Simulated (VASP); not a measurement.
The system is EuS.

```xyz
2
Lattice="0.0000 2.9785 2.9785 2.9785 0.0000 2.9785 2.9785 2.9785 0.0000" Properties=species:S:1:pos:R:3 pbc="T T T"
Eu    0.0000    0.0000    0.0000
S     2.9785    2.9785    2.9785
```

| Property | Result |
| --- | --- |
| Program | VASP 6.6.1 |
| Task | relaxation of cell and atoms |
| Functional | BLYP |
| Dispersion | D3(BJ) |
| Potentials or basis | VASP PAW PBE potentials, release 64 (Eu, S) |
| Cutoff | 600 eV |
| k mesh | 8 × 8 × 8 |
| Occupations | fermi-dirac, width 0.05 eV |
| Spin | collinear spin, ferromagnetic start |
| Starting moments | [7.0, 0.0] μB |

At the start: pressure -4.2 GPa; volume 26.42 Å³/atom.

Problem. Where does the relaxation end?

Solution. Over 3 steps the energy falls by 32.3 meV/atom and the volume is 24.15 Å³/atom (-8.6 %); space group Fm-3m (No. 225, to 0.1 Å) before and after; moment 6.94 μB per cell.

Step by step:
| step | energy change (eV) | largest force (eV/Å) | pressure (GPa) | volume (Å³) |
| --- | --- | --- | --- | --- |
| 1 | 0.0000 | 0.0000 | -4.22 | 52.85 |
| 2 | -0.0631 | 0.0000 | 0.72 | 47.70 |
| 3 | -0.0645 | 0.0000 | 0.03 | 48.29 |

Final structure:
```cif
data_structure
_symmetry_space_group_name_H-M 'P 1'
_symmetry_Int_Tables_number 1
_cell_length_a 4.0875
_cell_length_b 4.0875
_cell_length_c 4.0875
_cell_angle_alpha 60.000
_cell_angle_beta 60.000
_cell_angle_gamma 60.000
_cell_volume 48.29
loop_
_atom_site_label
_atom_site_type_symbol
_atom_site_fract_x
_atom_site_fract_y
_atom_site_fract_z
_atom_site_occupancy
Eu1 Eu 0.00000 0.00000 0.00000 1
S1 S 0.50000 0.50000 0.50000 1
```

Caveat: the PAW data sets were made with another functional, which shifts forces and pressure a little; a cell with one magnetic atom can't hold antiferromagnetic order, which such compounds often take; semilocal functionals describe open f shells poorly, which spoils levels, moments and volumes.
